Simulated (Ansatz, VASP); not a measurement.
## One calculation of BaTiO3, two programs

```xyz
5
Lattice="3.9998 -0.0600 -0.0600 -0.0600 3.9998 -0.0600 -0.0603 -0.0603 4.0180" Properties=species:S:1:pos:R:3 pbc="T T T"
Ba    0.0000    0.0000    0.0000
Ti    1.9409    1.9409    1.8767
O     1.9689    1.9689    0.0043
O     1.9689   -0.0610    2.0393
O    -0.0610    1.9689    2.0393
```

Change from the starting cell: equal xy, yz and zx shear strains of -3 %, PAW files.

Alike in both runs: task electric field gradients; functional PBE; k mesh 7 × 7 × 7; occupations fermi-dirac, width 0.08 eV; no spin polarisation.

|  | VASP | Ansatz |
| --- | --- | --- |
| version | VASP 6.6.1 | Ansatz 0.2.0 |
| potentials or method | VASP PAW PBE potentials, release 64 (Ba_sv, Ti_sv, O_h) | PAW with Ansatz's default frozen-core files, scalar-relativistic |
| plane-wave cutoff (eV) | 1000 | 420 |
| valence electrons in the cell | 40 | 40 |

Ansatz gave:

```
rms of the force components (eV/Å)                   : 0.114
size of Vzz on the site where it differs most (V/Å²) : 32.2
```

Question: What did VASP give for the same quantities?

Answer: rms of the force components (eV/Å): 0.110; size of Vzz on the site where it differs most (V/Å²): 35.1.

Atom by atom the forces differ by 0.012 eV/Å (rms over components).

Neither program's run includes spin-orbit coupling.
